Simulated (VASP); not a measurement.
Li: single point with r2SCAN

Li:

```xyz
1
Lattice="0.0000 2.2020 2.2350 2.2020 0.0000 2.2350 2.2020 2.2020 0.0000" Properties=species:S:1:pos:R:3 pbc="T T T"
Li    0.0000    0.0000    0.0000
```

This cell differs from its parent crystal: strain +0.0150 x Voigt [0, 0, 1, 0, 0, 0].

```json
{"Program": "VASP 6.6.1", "Task": "single point", "Functional": "r2SCAN", "Potentials or basis": "VASP PAW PBE potentials, release 64 (Li_sv)", "Cutoff": "830 eV", "k mesh": "18 × 18 × 18", "Occupations": "gaussian, width 0.15 eV", "Spin": "no spin polarisation", "Dipole correction": "no", "Further INCAR settings": "ALGO = Normal; EDIFF = 1e-06; NBANDS = 8"}
```

| Property | Result |
| --- | --- |
| Pressure | -0.5 GPa |
| Band gap on the k mesh | zero (an odd number of electrons rules out a gap without spin polarisation) |

Stress tensor (GPa, compression positive):
```
-0.45  0.00  0.00
 0.00 -0.45  0.00
 0.00  0.00 -0.65
```

Levels at points of the mesh, in eV from the Fermi level:
| k point | band 1 | band 2 | band 3 | band 4 | band 5 | band 6 | band 7 |
| --- | --- | --- | --- | --- | --- | --- | --- |
| (0.00, 0.00, 0.00) | -48.25 | -3.77 | 15.26 | 15.26 | 15.29 | 18.52 | 18.58 |
| (0.50, 0.00, 0.00) | -48.24 | 0.00 | 2.96 | 13.27 | 13.54 | 16.72 | 17.05 |
| (0.50, 0.50, 0.00) | -48.24 | 1.48 | 4.66 | 9.04 | 9.04 | 10.93 | 16.11 |
| (0.50, 0.00, 0.50) | -48.24 | 1.68 | 4.86 | 8.78 | 8.85 | 10.72 | 15.93 |

Wall time 7.3 min on 1 thread of Intel(R) Xeon(R) 6975P-C (Granite Rapids), with other jobs on the host, peak memory 0.26 GiB.

Caveat: the cell differs from its parent crystal (strain +0.0150 x Voigt [0, 0, 1, 0, 0, 0]); the PAW data sets were made with another functional, which shifts forces and pressure a little.
